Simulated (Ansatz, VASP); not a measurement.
## SrB3Rh: VASP beside Ansatz

```xyz
5
Lattice="2.1545 -3.1182 0.0000 2.1545 3.1182 0.0000 0.0000 0.0000 5.5069" Properties=species:S:1:pos:R:3 pbc="T T T"
Sr    0.0000    0.0000    2.7534
B     1.0772    1.5591    0.0000
B     1.0772   -1.5591    0.0000
B     2.1545    0.0000    2.7534
Rh    2.1545    0.0000    0.0000
```

Alike in both runs: task single point; functional PBE; k mesh 6 × 6 × 4; occupations gaussian, width 0.1 eV; no spin polarisation.

|  | VASP | Ansatz |
| --- | --- | --- |
| version | VASP 6.6.1 | Ansatz 0.2.0 |
| potentials or method | VASP PAW PBE potentials, release 64 (Sr_sv, B, Rh_pv), cutoff 520 eV | scalar-relativistic, plane waves, PAW |
| valence electrons in the cell | 34 | 36 |

|  | VASP | Ansatz | Ansatz less VASP |
| --- | --- | --- | --- |
| gap on the k mesh at the Fermi level (eV) | none | none | - |
| pressure (GPa) | 18.8 | 18.5 | -0.25 |
| traceless stress, the component that is largest in VASP (GPa) | -30.23 | -29.99 | +0.232 |

A gap of «none» marks a metal or a gap that the smearing closes. The functional is the same, so the differences come from potentials, cutoffs and numerics. VASP's potentials hold 34 valence electrons a cell and Ansatz's 36, so a difference there can come from the potentials and not from the codes.
